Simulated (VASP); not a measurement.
Write the native input for VASP 6.6.1 that does the following.

| Property | Result |
| --- | --- |
| Task | single point |
| Functional | PBE |
| Potentials or basis | VASP PAW PBE potentials, release 64 (Al, N) |
| Cutoff | 520 eV |
| k mesh | 6 × 6 × 6 |
| Occupations | gaussian, width 0.05 eV |
| Spin | no spin polarisation |
| Dipole correction | no |
| Further INCAR settings | ALGO = Normal; EDIFF = 1e-07; NBANDS = 26 |

The structure of AlN lies in POSCAR:

```
AlN
1.0
    4.4025164325      0.0000000000      0.0000000000
    0.0000000000     -4.4025164325      0.0000000000
    0.0000000000      0.0000000000     -4.4025164325
Al N
4 4
Direct
   -0.0202373928      0.0858599862     -0.0202373928
    0.5000000000      0.5000000000      0.0000000000
    0.5000000000      0.0000000000      0.5000000000
    0.0000000000      0.5000000000      0.5000000000
    0.7500000000      0.7500000000      0.7500000000
    0.2500000000      0.2500000000      0.7500000000
    0.2500000000      0.7500000000      0.2500000000
    0.7500000000      0.2500000000      0.2500000000
```

This cell differs from its parent crystal: atom 1 (Al) moved by -0.126 Å along [1 1 0] and -0.378 Å along [0 0 1].

One way to write it, as run:

INCAR

```
ALGO = Normal
EDIFF = 1E-7
ENCUT = 520
GGA = PE
ISIF = 2
ISMEAR = 0
LASPH = True
LCHARG = True
LELF = True
LREAL = False
LVHAR = True
LWAVE = False
NBANDS = 26
NELM = 100
PREC = Accurate
SIGMA = 0.05
```

KPOINTS

```
k-points
0
Gamma
  6 6 6
```

Potentials or basis: VASP PAW PBE potentials, release 64 (Al, N).

Command:

```sh
$ cat potpaw_PBE.64/Al/POTCAR potpaw_PBE.64/N/POTCAR > POTCAR
$ mpirun -np 1 vasp_std > vasp.out
```

Results of the run:

The pressure is 4.3 GPa. The largest force is 6.665 eV/Å. The band gap on the k mesh is 1.45 eV, indirect (least direct gap 1.48 eV).

Caveat: the cell differs from its parent crystal (atom 1 (Al) moved by -0.126 Å along [1 1 0] and -0.378 Å along [0 0 1]); forces of over 1 eV/Å act on the atoms, so gaps and moduli don't describe the material at rest.

Wall time 70 s on 1 thread of Intel(R) Xeon(R) 6975P-C (Granite Rapids) (shared host), peak memory 0.26 GiB.
